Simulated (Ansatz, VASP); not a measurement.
Sn: VASP beside Ansatz

```
Sn
1.0
     0.00000    3.18069    3.24560
     3.18069    0.00000    3.24560
     3.18069    3.18069    0.00000
Sn
2
Direct
  0.50000 0.50000 0.50000
  0.75000 0.75000 0.75000
```

Change from the starting cell: equal xx and yy strain of -2 %, PAW files.

Alike in both runs: task electric field gradients; functional PBE; k mesh 9 × 9 × 9; occupations fermi-dirac, width 0.03 eV; no spin polarisation.

|  | VASP | Ansatz |
| --- | --- | --- |
| version | VASP 6.6.1 | Ansatz 0.2.0 |
| potentials or method | VASP PAW PBE potentials, release 64 (Sn_d) | PAW with Ansatz's default frozen-core files, scalar-relativistic |
| plane-wave cutoff (eV) | 520 | 420 |
| valence electrons in the cell | 28 | 28 |

```tsv
	VASP	Ansatz	Ansatz less VASP
pressure (GPa)	5.4	5.4	+0.06
traceless stress, the component that is largest in VASP (GPa)	-0.41	-0.41	+0.001
size of Vzz on the site where it differs most (V/Å²)	2.1	2.2	+0.11
```

With one functional, cell and mesh, what is left measures potentials, basis and numerics.
